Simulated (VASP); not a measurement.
# Ca (Fm-3m) in VASP: single point with PBE

Aim: the single point of Ca with PBE.

All numbers are computed with VASP 6.6.1; they aren't measurements. Logs are shortened: lines on timing, memory, paths and dates and some standing lists are left out, and cuts for length are marked.

### Step 1. The cell of the first run

The structure is cubic, space group Fm-3m (No. 225). The conventional cell has a = 5.875 Å, b = 5.875 Å, c = 5.875 Å, α = 90.00°, β = 90.00°, γ = 90.00°. Within 5.5 Å of Ca (site symmetry m-3m) lie 12 Ca at 4.15 Å.

### Step 2. Single point, PBE (Sr replaced by Ca, lengths x 0.942, strained)

INCAR

```
ALGO = Normal ; EDIFF = 1E-7
ENCUT = 520 ; GGA = PE
ISIF = 2 ; ISMEAR = 0
LASPH = T ; LCHARG = T
LELF = T ; LREAL = F
LVHAR = T ; LWAVE = F
NBANDS = 11 ; NELM = 80
PREC = Accurate ; SIGMA = 0.1
```

KPOINTS

```
k-points
0
Gamma
  12 12 12
```

POSCAR

```
Ca
1.0
    0.0000000000      2.9375340217      2.9375340217
    2.9375340217      0.0000000000      2.9375340217
    2.9375340217      2.9375340217      0.0000000000
Ca
1
Direct
    0.0000000000      0.0000000000      0.0000000000
```

Potentials or basis: VASP PAW PBE potentials, release 64 (Ca_sv).

Launch:

```
$ cat potpaw_PBE.64/Ca_sv/POTCAR > POTCAR
$ mpirun -np 1 vasp_std > vasp.out
```

OUTCAR:

```text
EDIFF = 1E-7
   ENCUT = 520
   GGA = PE
   ISIF = 2
   ISMEAR = 0
   LASPH = T
   LREAL = F
   NELM = 80
   PREC = Accurate

 ion  position               nearest neighbor table
   1  0.000  0.000  0.000-

  LATTYP: Found a face centered cubic cell.
 ALAT       =     5.8750680434

  Lattice vectors:

 A1 = (   0.0000000000,   2.9375340217,   2.9375340217)
 A2 = (   2.9375340217,   0.0000000000,   2.9375340217)
 A3 = (   2.9375340217,   2.9375340217,   0.0000000000)

Analysis of symmetry for initial positions (statically):
=====================================================================
 Subroutine PRICEL returns:
 Original cell was already a primitive cell.

 Routine SETGRP: Setting up the symmetry group for a
 face centered cubic supercell.

 Subroutine GETGRP returns: Found 48 space group operations
 (whereof 48 operations were pure point group operations)
 out of a pool of 48 trial point group operations.

The static configuration has the point symmetry O_h .

Analysis of symmetry for dynamics (positions and initial velocities):
=====================================================================
 Subroutine PRICEL returns:
 Original cell was already a primitive cell.

 Routine SETGRP: Setting up the symmetry group for a
 face centered cubic supercell.

 Subroutine GETGRP returns: Found 48 space group operations
 (whereof 48 operations were pure point group operations)
 out of a pool of 48 trial point group operations.

The dynamic configuration has the point symmetry O_h .

 Subroutine INISYM returns: Found 48 space group operations
 (whereof 48 operations are pure point group operations),
 and found     1 'primitive' translations

----------------------------------------------------------------------------------------

                                     Primitive cell

  volume of cell :      50.6966

  direct lattice vectors                    reciprocal lattice vectors
     0.000000000  2.937534022  2.937534022    -0.170210795  0.170210795  0.170210795
     2.937534022  0.000000000  2.937534022     0.170210795 -0.170210795  0.170210795
     2.937534022  2.937534022  0.000000000     0.170210795  0.170210795 -0.170210795

  length of vectors
     4.154300453  4.154300453  4.154300453     0.294813744  0.294813744  0.294813744

  position of ions in fractional coordinates (direct lattice)
     0.000000000  0.000000000  0.000000000

  ion indices of the primitive-cell ions
   primitive index   ion index
                 1           1

----------------------------------------------------------------------------------------

 KPOINTS: k-points

Automatic generation of k-mesh.
 Grid dimensions read from file:
 generate k-points for:   12   12   12

 Generating k-lattice:

  Cartesian coordinates                     Fractional coordinates (reciprocal lattice)
    -0.014184233  0.014184233  0.014184233     0.083333333  0.000000000  0.000000000
     0.014184233 -0.014184233  0.014184233     0.000000000  0.083333333  0.000000000
     0.014184233  0.014184233 -0.014184233     0.000000000  0.000000000  0.083333333

  Length of vectors
     0.024567812  0.024567812  0.024567812

  Shift w.r.t. Gamma in fractional coordinates (k-lattice)
     0.000000000  0.000000000  0.000000000

 Subroutine IBZKPT returns following result:
 ===========================================

 Found     72 irreducible k-points:

 Following reciprocal coordinates:
            Coordinates               Weight
  0.000000  0.000000  0.000000      1.000000
  0.083333  0.000000  0.000000      8.000000
  0.166667  0.000000  0.000000      8.000000
  0.250000  0.000000  0.000000      8.000000
  0.333333  0.000000  0.000000      8.000000
  0.416667  0.000000  0.000000      8.000000
[... 16 lines left out ...]
  0.500000  0.166667  0.000000     24.000000
 -0.416667  0.166667  0.000000     24.000000
 [... further k-points ...]
   k-points           NKPTS =     72   k-points in BZ     NKDIM =     72   number of bands    NBANDS=     11
   number of dos      NEDOS =    301   number of ions     NIONS =      1
   total plane-waves  NPLWV =  32768
   dimension x,y,z NGX =    32 NGY =   32 NGZ =   32
   dimension x,y,z NGXF=    64 NGYF=   64 NGZF=   64
   ions per type =               1
   NGX,Y,Z   is equivalent  to a cutoff of  12.81, 12.81, 12.81 a.u.
   NGXF,Y,Z  is equivalent  to a cutoff of  25.61, 25.61, 25.61 a.u.
 SYSTEM =  unknown system
   PREC   = accura    normal or accurate (medium, high low for compatibility)
   ISTART =      0    job   : 0-new  1-cont  2-samecut
   ICHARG =      2    charge: 1-file 2-atom 10-const
   ISPIN  =      1    spin polarized calculation?
   LNONCOLLINEAR =      F non collinear calculations
   LSORBIT =      F    spin-orbit coupling
   LASPH  =      T    aspherical Exc in radial PAW
   ENCUT  =  520.0 eV  38.22 Ry    6.18 a.u.   7.72  7.72  7.72*2*pi/ulx,y,z
   NELM   =     80;   NELMIN=  2; NELMDL= -5     # of ELM steps
   EDIFF  = 0.1E-06   stopping-criterion for ELM
   LREAL  =      F    real-space projection
   EDIFFG = 0.1E-05   stopping-criterion for IOM
   NSW    =      0    number of steps for IOM
   IBRION =     -1    ionic relax: 0-MD 1-quasi-New 2-CG
   NFREE  =      0    steps in history (QN), initial steepest desc. (CG)
   ISIF   =      2    stress and relaxation
   ISYM   =      2    0-nonsym 1-usesym 2-fastsym
   POTIM  = 0.5000    time-step for ionic-motion
   TEBEG  =    0.0;   TEEND  =   0.0 temperature during run
   PSTRESS=    0.0 pullay stress
   NELECT =      10.0000    total number of electrons
   NUPDOWN=      -1.0000    fix difference up-down
   EMIN   =  10.00;   EMAX   =-10.00  energy-range for DOS
   EFERMI =   0.00;   METHOD = LEGACY
   ISMEAR =     0;   SIGMA  =   0.10  broadening in eV -4-tet -1-fermi 0-gaus
   EFERMI_NEDOS =   21; number of points for ismear=-14 and -15
   IALGO  =     38    algorithm
   IMIX   =      4    mixing-type and parameters
     AMIX     =   0.40;   BMIX     =  1.00
     AMIX_MAG =   1.60;   BMIX_MAG =  1.00
  volume/ion in A,a.u.               =      50.70       342.12
  Fermi-wavevector in a.u.,A,eV,Ry     =   0.952976  1.800863 12.356309  0.908163
  Thomas-Fermi vector in A             =   2.081588
   LORBIT       =      0    0 simple, 1 ext, 2 COOP (PROOUT), +10 PAW based schemes
   GGA     = PE    functional components
   LHFCALC =     F    Hartree Fock is set to
   AEXX    =    0.0000 exact exchange contribution
   IVDW    =     0    specifies the selected vdW correction
   LEPSILON=     F    determine dielectric tensor
   LRPA    =     F    only Hartree local field effects (RPA)
 non-spin polarized calculation
 Gauss-broadening in eV      SIGMA  =   0.10
  energy-cutoff  :      520.00
  volume of cell :       50.70
 maximum number of plane-waves:      1384
   NGX = 15   NGY = 15   NGZ = 15

 number of electron      10.0000001 magnetization

 Free energy of the ion-electron system (eV)
  ---------------------------------------------------
  ext. energy  EPLUGINS =         0.00000000
  ---------------------------------------------------
  free energy    TOTEN  =        -1.86258896 eV

  energy without entropy =       -1.85490319  energy(sigma->0) =       -1.85874607

 E-fermi :   1.2847     XC(G=0):  -7.1904

 val. band max:        1.2639822953   @ k =  -0.4167   0.3333   0.0000
 cond. band min:       1.3055417149   @ k =  -0.3333   0.3333   0.1667
 fundamental gap:      0.0415594196
 Fermi energy:         1.2846677980

 k-point     1 :       0.0000    0.0000    0.0000
  band No.  band energies     occupation
      1     -41.1638      2.00000
      2     -22.0939      2.00000
      3     -22.0939      2.00000
      4     -22.0939      2.00000
      5      -2.4098      2.00000
      6       3.3672      0.00000
      7       3.3672      0.00000
      8       3.3672      0.00000
      9       4.2231      0.00000
     10       4.2231      0.00000
     11       9.6414      0.00000

 k-point     2 :       0.0833    0.0000    0.0000
  band No.  band energies     occupation
      1     -41.1634      2.00000
      2     -22.0985      2.00000
      3     -22.0946      2.00000
      4     -22.0946      2.00000
      5      -2.3076      2.00000
      6       3.2643      0.00000
      7       3.4035      0.00000
      8       3.4035      0.00000
      9       4.1940      0.00000
     10       4.1940      0.00000
     11       9.6945      0.00000

 k-point     3 :       0.1667    0.0000    0.0000
  band No.  band energies     occupation
      1     -41.1624      2.00000
      2     -22.1111      2.00000
      3     -22.0964      2.00000
      4     -22.0964      2.00000
      5      -2.0061      2.00000
      6       2.9870      0.00000
      7       3.4751      0.00000
      8       3.4751      0.00000
      9       4.1566      0.00000
     10       4.1566      0.00000
     11       8.7818      0.00000

 k-point     4 :       0.2500    0.0000    0.0000
  band No.  band energies     occupation
      1     -41.1610      2.00000
      2     -22.1282      2.00000
      3     -22.0989      2.00000
      4     -22.0989      2.00000
      5      -1.5222      2.00000
      6       2.5908      0.00000
      7       3.4787      0.00000
      8       3.4787      0.00000
      9       4.2371      0.00000
     10       4.2371      0.00000
     11       7.5179      0.00000
[... 239 lines left out ...]
 k-point    22 :       0.4167    0.1667    0.0000
  band No.  band energies     occupation
      1     -41.1585      2.00000
      2     -22.1479      2.00000
      3     -22.1101      2.00000
      4     -22.1076      2.00000
      5      -0.3358      2.00000
      6       1.9557      0.00000
      7       2.9985      0.00000
      8       3.5944      0.00000
      9       4.4492      0.00000
     10       4.7415      0.00000
     11       6.1259      0.00000

 k-point    23 :       0.5000    0.1667    0.0000
  band No.  band energies     occupation
      1     -41.1578      2.00000
      2     -22.1553      2.00000
      3     -22.1138      2.00000
      4     -22.1078      2.00000
      5       0.3839      2.00000
      6       1.4077      0.08188
      7       2.9130      0.00000
      8       3.5265      0.00000
      9       4.7793      0.00000
     10       4.7881      0.00000
     11       5.4685      0.00000

 k-point    24 :      -0.4167    0.1667    0.0000
  band No.  band energies     occupation
      1     -41.1577      2.00000
      2     -22.1559      2.00000
      3     -22.1161      2.00000
      4     -22.1064      2.00000
      5       0.5973      2.00000
      6       1.2377      1.49338
      7       2.8781      0.00000
      8       3.5029      0.00000
      9       4.6451      0.00000
     10       4.9325      0.00000
     11       5.4482      0.00000

 [... further k-points ...]

------------------------ aborting loop because EDIFF is reached ----------------------------------------

  FORCE on cell =-STRESS in cart. coord.  units (eV):
  Direction    XX          YY          ZZ          XY          YZ          ZX
  --------------------------------------------------------------------------------------
  -------------------------------------------------------------------------------------
  Total       -0.7355027     -0.7355027     -0.7355027      0.0000000     -0.0000000      0.0000000
  in kB      -23.2442833    -23.2442833    -23.2442833      0.0000000     -0.0000000      0.0000000
  external PRESSURE =     -23.2442833 kB  Pullay stress =       0.0000000 kB

 VOLUME and BASIS-vectors are now :
 -----------------------------------------------------------------------------
  energy-cutoff  :      520.00
  volume of cell :       50.70
      direct lattice vectors                 reciprocal lattice vectors
     0.000000000  2.937534022  2.937534022    -0.170210795  0.170210795  0.170210795
     2.937534022  0.000000000  2.937534022     0.170210795 -0.170210795  0.170210795
     2.937534022  2.937534022  0.000000000     0.170210795  0.170210795 -0.170210795

 POSITION                                       TOTAL-FORCE (eV/Angst)
 -----------------------------------------------------------------------------------
      0.00000      0.00000      0.00000         0.000000      0.000000     -0.000000
 -----------------------------------------------------------------------------------
    total drift:                                0.000000      0.000000      0.000000

  FREE ENERGIE OF THE ION-ELECTRON SYSTEM (eV)
  ---------------------------------------------------
  free  energy   TOTEN  =        -1.8625889582 eV

  energy  without entropy=       -1.8549031895  energy(sigma->0) =       -1.85874607
```

Wall time 22 s (1 thread of Intel Xeon Platinum 8375C at 2.90GHz (Ice Lake), shared host); peak memory 0.19 GiB.

What came out:

```yaml
Free_energy: -1.8626 eV
Pressure: -2.3 GPa
Band_gap_on_the_k_mesh: zero (bands 5 and 6 overlap by 0.54 eV)
```

Caveat: the cell differs from its parent crystal (Sr replaced by Ca, lengths x 0.942, strained).

The gap in the log of VASP goes by the Fermi energy; the results here count the filled bands.